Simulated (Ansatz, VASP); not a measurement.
## FeO in VASP and in Ansatz

File INCAR:

```
SYSTEM = FeO
PREC = Accurate
ENCUT = 600
EDIFF = 1E-6
ISMEAR = 0
SIGMA = 0.1
LREAL = .FALSE.
LASPH = .TRUE.
NELM = 120
ALGO = Normal
ISIF = 2
LWAVE = .FALSE.
LCHARG = .FALSE.
GGA = PS
NBANDS = 22
GGA_COMPAT = .FALSE.
```

File KPOINTS:

```
regular mesh
0
G
  16 16 8
  0 0 0
```

Contents of POSCAR:

```
FeO
1.0
    3.0488587354      0.0000000000      0.0000000000
    1.5215942087      2.6823606015      0.0000000000
    0.1382020491      0.2344548864      5.2676308955
Fe O
2 2
Direct
    0.5000000000      0.5000000000      0.0000000000
    0.5000000000      0.5000000000      0.5000000000
    0.1637630000      0.1709330000      0.2557010000
    0.8362370000      0.8290670000      0.7442990000
```

Input for Ansatz:

```yaml
crystal:
  lattice:
    - [3.0488587354, 0.0, 0.0]
    - [1.5215942087, 2.6823606015, 0.0]
    - [0.1382020491, 0.2344548864, 5.2676308955]
  atoms:
    - { symbol: Fe, position: [0.5, 0.5, 0.0] }
    - { symbol: Fe, position: [0.5, 0.5, 0.5] }
    - { symbol: O, position: [0.163763, 0.170933, 0.255701] }
    - { symbol: O, position: [0.836237, 0.829067, 0.744299] }
basis:
  ecutwfc: 420
kpoints:
  mp_grid: { grid: [16, 16, 8] }
hamiltonian:
  xc: pbesol
scf:
  occupations: { method: gaussian, width: 0.1 }
  lower_state_search: "off"
output:
  forces: true
  stress: true
  eigenvalues: true
```

Alike in both runs: task single point; functional PBEsol; k mesh 16 × 16 × 8; occupations gaussian, width 0.1 eV; no spin polarisation.

|  | VASP | Ansatz |
| --- | --- | --- |
| version | VASP 6.6.1 | Ansatz 0.2.0 |
| potentials or method | VASP PAW PBE potentials, release 64 (Fe, O), cutoff 600 eV | scalar-relativistic, plane waves, PAW |
| valence electrons in the cell | 28 | 44 |

Ansatz gave:

- gap on the k mesh at the Fermi level (eV): none
- rms of the force components (eV/Å): 0.052

What did VASP give for the same quantities?

gap on the k mesh at the Fermi level (eV): none; rms of the force components (eV/Å): 0.047.

VASP's potentials were made for PBE, not for PBEsol. Atom by atom the forces differ by 0.005 eV/Å (rms over components). A gap of «none» marks a metal or a gap that the smearing closes. With one functional, cell and mesh, what is left measures potentials, basis and numerics. VASP's potentials hold 28 valence electrons a cell and Ansatz's 44, so a difference there can come from the potentials and not from the codes.
